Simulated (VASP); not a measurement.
# InAg2F5 (P6/mmm) in VASP: single point with PBE

Aim: the single point of InAg2F5 with PBE.

Program: VASP 6.6.1. These are calculated values, not measurements. Logs are shortened: lines on timing, memory, paths and dates and some standing lists are left out, and cuts for length are marked.

### 1 The cell of the first run

It takes space group P6/mmm (No. 191, hexagonal). Conventional cell: a = 4.575 Å, b = 4.575 Å, c = 6.496 Å, α = 90.00°, β = 90.00°, γ = 120.00°. In (site symmetry 6/mmm) has 14 F at 2.90 to 3.25 Å within 3.8 Å. Ag (site symmetry -6m2) has 5 F at 2.04 to 2.64 Å and 3 Ag at 2.64 Å within 2.7 Å. F (site symmetry 3m) has 1 Ag at 2.04 Å and 4 F at 2.41 to 2.64 Å within 2.7 Å. Within 3.5 Å of F (site symmetry 6/mmm) lie 6 Ag at 2.64 Å and 2 In at 3.25 Å and 12 F at 3.34 Å.

The cell was generated, and may not be a known phase.

### 2 Single point, PBE, collinear spin

Input file INCAR:

```
SYSTEM = InAg2F5
PREC = Accurate
ENCUT = 700
EDIFF = 1E-6
ISMEAR = 0
SIGMA = 0.1
LREAL = .False.
LASPH = .True.
NELM = 200
ALGO = Normal
ISIF = 2
LWAVE = .False.
LCHARG = .True.
ISPIN = 2
MAGMOM = 0 1 1 0 0 0 0 0
LORBIT = 11
LMAXMIX = 4
GGA = PE
LELF = .True.
LVHAR = .True.
NBANDS = 57
GGA_COMPAT = .False.
```

Input file KPOINTS:

```
regular mesh
0
Gamma
  6 6 4
  0 0 0
```

Input file POSCAR:

```
InAg2F5
1.0
    4.5753812051      0.0000000000      0.0000000000
   -2.2876906025      3.9623963556      0.0000000000
    0.0000000000      0.0000000000      6.4964989496
In Ag F
1 2 5
Direct
    0.0000000000      0.0000000000      0.5000000000
    0.3333333333      0.6666666667      0.0000000000
    0.6666666667      0.3333333333      0.0000000000
    0.3333333333      0.6666666667      0.6857710567
    0.6666666667      0.3333333333      0.6857710567
    0.6666666667      0.3333333333      0.3142289433
    0.3333333333      0.6666666667      0.3142289433
    0.0000000000      0.0000000000      0.0000000000
```

Potentials or basis: VASP PAW PBE potentials, release 64 (In_d, Ag_sv_GW, F).

Launch:

```
cat potpaw_PBE.64/In_d/POTCAR potpaw_PBE.64/Ag_sv_GW/POTCAR potpaw_PBE.64/F/POTCAR > POTCAR
mpirun -np 1 vasp_std > vasp.out
```

OUTCAR:

```text
SYSTEM = InAg2F5
   PREC = Accurate
   ENCUT = 700
   EDIFF = 1E-6
   ISMEAR = 0
   LREAL = .False.
   LASPH = .True.
   NELM = 200
   ISIF = 2
   ISPIN = 2
   LORBIT = 11
   GGA = PE

 ion  position               nearest neighbor table
   1  0.000  0.000  0.500-   4 2.90   5 2.90   6 2.90   7 2.90   4 2.90   7 2.90   5 2.90   6 2.90
                             5 2.90   6 2.90   4 2.90   7 2.90
   2  0.333  0.667  0.000-   4 2.04   7 2.04   3 2.64   3 2.64   3 2.64
   3  0.667  0.333  0.000-   5 2.04   6 2.04   2 2.64   2 2.64   2 2.64
   4  0.333  0.667  0.686-   2 2.04   1 2.90   1 2.90   1 2.90
   5  0.667  0.333  0.686-   3 2.04   1 2.90   1 2.90   1 2.90
   6  0.667  0.333  0.314-   3 2.04   1 2.90   1 2.90   1 2.90
   7  0.333  0.667  0.314-   2 2.04   1 2.90   1 2.90   1 2.90
   8  0.000  0.000  0.000-

  LATTYP: Found a hexagonal cell.
 ALAT       =     4.5753812051
 C/A-ratio  =     1.4198814609

  Lattice vectors:

 A1 = (   4.5753812051,   0.0000000000,   0.0000000000)
 A2 = (  -2.2876906025,   3.9623963556,   0.0000000000)
 A3 = (   0.0000000000,   0.0000000000,   6.4964989496)

Analysis of symmetry for initial positions (statically):
=====================================================================
 Subroutine PRICEL returns:
 Original cell was already a primitive cell.

 Routine SETGRP: Setting up the symmetry group for a
 hexagonal supercell.

 Subroutine GETGRP returns: Found 24 space group operations
 (whereof 24 operations were pure point group operations)
 out of a pool of 24 trial point group operations.

The static configuration has the point symmetry D_6h.

Analysis of symmetry for dynamics (positions and initial velocities):
=====================================================================
 Subroutine PRICEL returns:
 Original cell was already a primitive cell.

 Routine SETGRP: Setting up the symmetry group for a
 hexagonal supercell.

 Subroutine GETGRP returns: Found 24 space group operations
 (whereof 24 operations were pure point group operations)
 out of a pool of 24 trial point group operations.

The dynamic configuration has the point symmetry D_6h.

Analysis of structural, dynamic, and magnetic symmetry:
=====================================================================
 Subroutine PRICEL returns:
 Original cell was already a primitive cell.

 Routine SETGRP: Setting up the symmetry group for a
 hexagonal supercell.

 Subroutine GETGRP returns: Found 24 space group operations
 (whereof 24 operations were pure point group operations)
 out of a pool of 24 trial point group operations.

The overall configuration has the point symmetry D_6h.

 Subroutine INISYM returns: Found 24 space group operations
 (whereof 24 operations are pure point group operations),
 and found     1 'primitive' translations

----------------------------------------------------------------------------------------

                                     Primitive cell

  volume of cell :     117.7781

  direct lattice vectors                    reciprocal lattice vectors
     4.575381205  0.000000000  0.000000000     0.218561024  0.126186266  0.000000000
    -2.287690603  3.962396356  0.000000000     0.000000000  0.252372532  0.000000000
     0.000000000  0.000000000  6.496498950     0.000000000  0.000000000  0.153929064

  length of vectors
     4.575381205  4.575381205  6.496498950     0.252372532  0.252372532  0.153929064

  position of ions in fractional coordinates (direct lattice)
     0.000000000  0.000000000  0.500000000
     0.333333333  0.666666667  0.000000000
     0.666666667  0.333333333  0.000000000
[... 65 lines left out ...]
  0.333333  0.333333  0.500000      2.000000
   k-points           NKPTS =     21   k-points in BZ     NKDIM =     21   number of bands    NBANDS=     57
   number of dos      NEDOS =    301   number of ions     NIONS =      8
   total plane-waves  NPLWV =  89600
   dimension x,y,z NGX =    40 NGY =   40 NGZ =   56
   dimension x,y,z NGXF=    80 NGYF=   80 NGZF=  112
   ions per type =               1   2   5
   NGX,Y,Z   is equivalent  to a cutoff of  14.53, 14.53, 14.33 a.u.
   NGXF,Y,Z  is equivalent  to a cutoff of  29.07, 29.07, 28.66 a.u.
 SYSTEM =  InAg2F5
   PREC   = accura    normal or accurate (medium, high low for compatibility)
   ISTART =      0    job   : 0-new  1-cont  2-samecut
   ICHARG =      2    charge: 1-file 2-atom 10-const
   ISPIN  =      2    spin polarized calculation?
   LNONCOLLINEAR =      F non collinear calculations
   LSORBIT =      F    spin-orbit coupling
   LASPH  =      T    aspherical Exc in radial PAW
   ENCUT  =  700.0 eV  51.45 Ry    7.17 a.u.   9.87  9.87 14.01*2*pi/ulx,y,z
   NELM   =    200;   NELMIN=  2; NELMDL= -5     # of ELM steps
   EDIFF  = 0.1E-05   stopping-criterion for ELM
   LREAL  =      F    real-space projection
   EDIFFG = 0.1E-04   stopping-criterion for IOM
   NSW    =      0    number of steps for IOM
   IBRION =     -1    ionic relax: 0-MD 1-quasi-New 2-CG
   NFREE  =      0    steps in history (QN), initial steepest desc. (CG)
   ISIF   =      2    stress and relaxation
   ISYM   =      2    0-nonsym 1-usesym 2-fastsym
   POTIM  = 0.5000    time-step for ionic-motion
   TEBEG  =    0.0;   TEEND  =   0.0 temperature during run
   PSTRESS=    0.0 pullay stress
   NELECT =      86.0000    total number of electrons
   NUPDOWN=      -1.0000    fix difference up-down
   EMIN   =  10.00;   EMAX   =-10.00  energy-range for DOS
   EFERMI =   0.00;   METHOD = LEGACY
   ISMEAR =     0;   SIGMA  =   0.10  broadening in eV -4-tet -1-fermi 0-gaus
   EFERMI_NEDOS =   21; number of points for ismear=-14 and -15
   IALGO  =     38    algorithm
   IMIX   =      4    mixing-type and parameters
     AMIX     =   0.40;   BMIX     =  1.00
     AMIX_MAG =   1.60;   BMIX_MAG =  1.00
  volume/ion in A,a.u.               =      14.72        99.35
  Fermi-wavevector in a.u.,A,eV,Ry     =   1.474188  2.785811 29.568582  2.173229
  Thomas-Fermi vector in A             =   2.588990
   LORBIT       =     11    0 simple, 1 ext, 2 COOP (PROOUT), +10 PAW based schemes
   GGA     = PE    functional components
   LHFCALC =     F    Hartree Fock is set to
   AEXX    =    0.0000 exact exchange contribution
   IVDW    =     0    specifies the selected vdW correction
   LEPSILON=     F    determine dielectric tensor
   LRPA    =     F    only Hartree local field effects (RPA)
 spin polarized calculation
 Gauss-broadening in eV      SIGMA  =   0.10
  energy-cutoff  :      700.00
  volume of cell :      117.78
 maximum number of plane-waves:      4988
 NGX is ok and might be reduce to    40
   NGX = 19   NGY = 19   NGZ = 29

 number of electron      86.0000010 magnetization       0.0007756

 number of electron      86.0000010 magnetization      -0.0067159

 Free energy of the ion-electron system (eV)
  ---------------------------------------------------
  ext. energy  EPLUGINS =         0.00000000
  ---------------------------------------------------
  free energy    TOTEN  =       -21.94786280 eV

  energy without entropy =      -21.91307474  energy(sigma->0) =      -21.93046877

 E-fermi :   2.1017     XC(G=0): -10.2813

 val. band max:        2.0987109329   @ k =   0.3333   0.1667   0.0000
 cond. band min:       2.1101859793   @ k =   0.3333   0.0000   0.2500
 fundamental gap:      0.0114750464
 Fermi energy:         2.1016771610

 spin component 1

 k-point     1 :       0.0000    0.0000    0.0000
  band No.  band energies     occupation
      1     -88.7567      1.00000
      2     -88.7261      1.00000
      3     -52.3480      1.00000
      4     -52.3164      1.00000
      5     -52.2460      1.00000
      6     -52.2460      1.00000
[... 1207 lines left out ...]
     54      15.9739      0.00000
     55      15.9739      0.00000
 Fermi energy:         2.1016771610

 spin component 2

 k-point     1 :       0.0000    0.0000    0.0000
  band No.  band energies     occupation
      1     -88.7571      1.00000
      2     -88.7265      1.00000
      3     -52.3485      1.00000
      4     -52.3170      1.00000
      5     -52.2463      1.00000
      6     -52.2463      1.00000
[... 1207 lines left out ...]
     54      15.9732      0.00000
     55      15.9732      0.00000
 [bands above 55 left out]

------------------------ aborting loop because EDIFF is reached ----------------------------------------

  FORCE on cell =-STRESS in cart. coord.  units (eV):
  Direction    XX          YY          ZZ          XY          YZ          ZX
  --------------------------------------------------------------------------------------
  -------------------------------------------------------------------------------------
  Total       -0.2559924     -0.2559924     -0.2437560     -0.0000000      0.0000000      0.0000000
  in kB       -3.4823553     -3.4823553     -3.3158998     -0.0000000      0.0000000      0.0000000
  external PRESSURE =      -3.4268701 kB  Pullay stress =       0.0000000 kB

 VOLUME and BASIS-vectors are now :
 -----------------------------------------------------------------------------
  energy-cutoff  :      700.00
  volume of cell :      117.78
      direct lattice vectors                 reciprocal lattice vectors
     4.575381205  0.000000000  0.000000000     0.218561024  0.126186266  0.000000000
    -2.287690603  3.962396356  0.000000000     0.000000000  0.252372532  0.000000000
     0.000000000  0.000000000  6.496498950     0.000000000  0.000000000  0.153929064

 POSITION                                       TOTAL-FORCE (eV/Angst)
 -----------------------------------------------------------------------------------
      0.00000      0.00000      3.24825         0.000000      0.000000      0.000000
     -0.00000      2.64160      0.00000        -0.000000      0.000000     -0.000000
      2.28769      1.32080      0.00000         0.000000      0.000000      0.000000
     -0.00000      2.64160      4.45511        -0.000000      0.000000     -0.022399
      2.28769      1.32080      4.45511         0.000000     -0.000000     -0.022399
      2.28769      1.32080      2.04139         0.000000     -0.000000      0.022399
     -0.00000      2.64160      2.04139        -0.000000      0.000000      0.022399
      0.00000      0.00000      0.00000         0.000000      0.000000      0.000000
 -----------------------------------------------------------------------------------
    total drift:                                0.000000     -0.000000      0.000000

  FREE ENERGIE OF THE ION-ELECTRON SYSTEM (eV)
  ---------------------------------------------------
  free  energy   TOTEN  =       -21.9478628018 eV

  energy  without entropy=      -21.9130747428  energy(sigma->0) =      -21.93046877

 total charge

# of ion       s       p       d       f       tot
--------------------------------------------------
    1        0.881   0.114   9.874   0.000  10.869
    2        2.142   6.047   8.456   0.017  16.662
    3        2.142   6.047   8.456   0.017  16.662
    4        1.743   4.269   0.000   0.000   6.011
    5        1.743   4.269   0.000   0.000   6.011
    6        1.743   4.269   0.000   0.000   6.011
    7        1.743   4.269   0.000   0.000   6.011
    8        1.741   4.265   0.000   0.000   6.006
--------------------------------------------------
tot         13.876  33.548  26.786   0.034  74.245

 magnetization (x)

# of ion       s       p       d       f       tot
--------------------------------------------------
    1       -0.002  -0.000  -0.000   0.000  -0.002
    2       -0.000   0.000  -0.000  -0.000  -0.000
    3       -0.000   0.000  -0.000  -0.000  -0.000
    4       -0.000  -0.000   0.000   0.000  -0.000
    5       -0.000  -0.000   0.000   0.000  -0.000
    6       -0.000  -0.000   0.000   0.000  -0.000
    7       -0.000  -0.000   0.000   0.000  -0.000
    8       -0.000  -0.000   0.000   0.000  -0.000
--------------------------------------------------
tot         -0.002  -0.002  -0.001  -0.000  -0.005
```

Run time: 6.4 min. Hardware: 1 thread of Intel Xeon Platinum 8488C (Sapphire Rapids), shared host; peak memory 0.57 GiB.

Results:

| Property | Result |
| --- | --- |
| Free energy | -21.9479 eV |
| Pressure | -0.3 GPa |
| Largest force | 0.022 eV/Å |
| Band gap on the k mesh | zero (filled and empty bands overlap) |
| Net moment | -0.01 μB per cell |
| Valence electrons inside the program's atomic spheres | In 10.87; Ag 16.66; F 6.01 |

Forces in eV/Å, atoms in the order of the input:
```
In   0.000  0.000  0.000
Ag   0.000  0.000  0.000
Ag   0.000  0.000  0.000
F    0.000  0.000 -0.022
F    0.000  0.000 -0.022
F    0.000  0.000  0.022
F    0.000  0.000  0.022
F    0.000  0.000  0.000
```

Caveat: semilocal functionals underestimate gaps, and a narrow one can read as zero; spin-orbit coupling is left out, which moves the levels of the heavy elements.
